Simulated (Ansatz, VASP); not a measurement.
## One calculation of SnO, two programs

```
Sn O
1.0
     3.29816    0.00000    0.00000
    -1.64908    2.85629    0.00000
     0.00000    0.00000    9.21637
Sn O
2 2
Cartesian
  0.0000 1.9042 -0.0612
  1.6491 0.9521 4.5470
  0.0000 1.9042 3.5173
  1.6491 0.9521 8.1255
```

Alike in both runs: task single point; functional PBE; k mesh 6 × 6 × 2; no spin polarisation.

|  | VASP | Ansatz |
| --- | --- | --- |
| version | VASP 6.6.1 | Ansatz 0.2.0 |
| potentials or method | VASP PAW PBE potentials, release 64 (Sn_d, O) | plane waves, PAW |
| plane-wave cutoff (eV) | 520 | 420 |
| occupations | gaussian, width 0.01 eV | fixed |
| valence electrons in the cell | 40 | 40 |

Ansatz gave:

```
gap on the k mesh at the Fermi level (eV) : 1.42
```

Task: Which values does VASP return?

Result: gap on the k mesh at the Fermi level (eV): 1.39.
